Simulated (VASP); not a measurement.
Write the native input for VASP 6.6.1 that does the following.

| Item | Value |
| --- | --- |
| Task | single point |
| Functional | r2SCAN |
| Potentials or basis | VASP PAW PBE potentials, release 64 (Cu) |
| Cutoff | 520 eV |
| k mesh | 10 × 10 × 3 |
| Occupations | methfessel-paxton, width 0.05 eV |
| Spin | no spin polarisation |
| Dipole correction | no |
| Further INCAR settings | ALGO = Normal; EDIFF = 1e-06; NBANDS = 30 |

Crystal: Cu.

```
Cu
1.0
     2.44342    0.00000    0.00000
    -1.22171    2.11607    0.00000
     0.00000    0.00000    7.97670
Cu
4
Direct
  0.00000 0.00000 0.00000
  0.33333 0.66667 0.25000
  0.00000 0.00000 0.50000
  0.66667 0.33333 0.75000
```

This isn't the form of Cu at room conditions, which is fcc.

One way to write it, as run:

POSCAR

```
Cu
1.0
    2.4434219150      0.0000000000      0.0000000000
   -1.2217109575      2.1160727391      0.0000000000
    0.0000000000      0.0000000000      7.9766995075
Cu
4
Direct
    0.0000000000      0.0000000000      0.0000000000
    0.3333333333      0.6666666667      0.2500000000
    0.0000000000      0.0000000000      0.5000000000
    0.6666666667      0.3333333333      0.7500000000
```

INCAR.step1

```
  ALGO = Normal
  EDIFF = 1E-4
  ENCUT = 520
  GGA = PE
  ISMEAR = 1
  LASPH = True
  LCHARG = False
  LREAL = False
  LWAVE = True
  NBANDS = 30
  NELM = 100
  PREC = Accurate
  SIGMA = 0.05
```

INCAR.step2

```
  ALGO = Normal
  EDIFF = 1E-6
  ENCUT = 520
  ISIF = 2
  ISMEAR = 1
  ISTART = 1
  LASPH = True
  LCHARG = False
  LMIXTAU = True
  LREAL = False
  LWAVE = False
  METAGGA = R2SCAN
  NBANDS = 30
  NELM = 100
  PREC = Accurate
  SIGMA = 0.05
```

KPOINTS

```
k-points
0
Gamma
  10 10 3
```

Potentials or basis: VASP PAW PBE potentials, release 64 (Cu).

Command:

```sh
$ cat potpaw_PBE.64/Cu/POTCAR > POTCAR
$ cp INCAR.step1 INCAR
$ mpirun -np 1 vasp_std > vasp.out
$ cp INCAR.step2 INCAR
$ mpirun -np 1 vasp_std > vasp.out
```

It gave:

```json
{
  "Pressure": "23.0 GPa",
  "Band gap on the k mesh": "zero (bands 22 and 23 overlap by 5.42 eV)"
}
```

Caveat: the cell stands under pressure; the PAW data sets were made with another functional, which shifts forces and pressure a little.

Wall time 65 s on 1 thread of Intel(R) Xeon(R) 6975P-C (Granite Rapids) (shared host), peak memory 0.16 GiB.
